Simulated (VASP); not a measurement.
A run of VASP 6.6.1 is set up as follows.

Contents of INCAR:

```
SYSTEM = Ge13H7
ALGO = Normal
EDIFF = 1E-6
ENCUT = 520
GGA = PE
ISIF = 2
ISMEAR = 0
ISYM = 0
LASPH = .True.
LCHARG = .False.
LREAL = Auto
LWAVE = .False.
NBANDS = 110
NELM = 80
PREC = Accurate
SIGMA = 0.1
```

Contents of KPOINTS:

```
Automatic mesh
0
Gamma
  2 2 2
  0.5 0.5 0.5
```

File POSCAR:

```
Ge13H7
1.0
    7.0152121895     -0.3487704618      0.7814180931
   -0.3715645664      7.1014980473      0.4925409839
    0.7809583341      0.4617035572      8.1559293005
H Ge
7 13
Direct
   -0.0406928559      0.2650034567      0.9456685976
    0.6185869661      1.0269098159     -0.0173374795
    0.9879225504     -0.1088533120     -0.0185096090
    0.6627048827      0.0297528767      0.7058772667
    0.0904763836      0.5899375272      0.8172711127
    0.3052545336      1.0878645463      0.9093892621
    0.8900087002     -0.1434040524      0.0383051655
   -0.0508272695      0.4048395310      0.7870310269
    0.4176767576      0.0886832974      1.0551431221
    0.1550769283      0.3154050645      0.5326240133
    1.1353710754      0.5182612712      0.2573462978
    0.5606178573      0.7602325518      0.4106848921
    0.7498579187      0.8613968573      0.6233258676
    0.6334335831      0.5455092562      0.8084312219
    0.2690815951      0.8474943763      0.2990072494
    0.7268207369      0.4835200234      0.2944264232
    0.1062120740      0.9587940945      0.5572850377
    0.4905928132      0.4076877807      0.5767971201
    0.4684928711      0.4235021577      0.1119467137
    0.3147084009      0.7582828521      0.7259033649
```

Potentials or basis: VASP PAW PBE potentials, release 64 (H, Ge_d).

The run is started by

```sh
$ cat potpaw_PBE.64/H/POTCAR potpaw_PBE.64/Ge_d/POTCAR > POTCAR
$ mpirun -np 1 vasp_std > vasp.out
```

(1) Predict the band gap on the k mesh.

(2) Estimate the largest force.

Results:

(1) zero (an odd number of electrons rules out a gap without spin polarisation).

(2) 0.034 eV/Å.

Caveat: the k points lie up to 0.46 Å⁻¹ apart, too coarse for converged energies and pressures of a metal.
